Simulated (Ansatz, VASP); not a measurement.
**H2O: VASP beside Ansatz**

```xyz
3
Lattice="5.3648 0.0000 0.0000 0.0000 5.3648 0.0000 0.0000 0.0000 24.5046" Properties=species:S:1:pos:R:3 pbc="T T T"
O     0.0071    2.2295   15.9787
H     0.7789    1.6238   15.9346
H    -0.7664    1.6258   15.9462
```

Alike in both runs: task single point; functional PBE; dispersion D3(BJ); k mesh 4 × 4 × 1; occupations gaussian, width 0.1 eV; no spin polarisation.

|  | VASP | Ansatz |
| --- | --- | --- |
| version | VASP 6.6.1 | Ansatz 0.2.0 |
| potentials or method | VASP PAW PBE potentials, release 64 (O, H), cutoff 520 eV | scalar-relativistic, plane waves, PAW |
| valence electrons in the cell | 8 | 8 |

Ansatz gave:

- gap on the k mesh at the Fermi level (eV): 5.42
- rms of the force components (eV/Å): 0.340

Problem. Which values does VASP return?

Solution. gap on the k mesh at the Fermi level (eV): 5.41; rms of the force components (eV/Å): 0.283.

Atom by atom the forces differ by 0.059 eV/Å (rms over components).
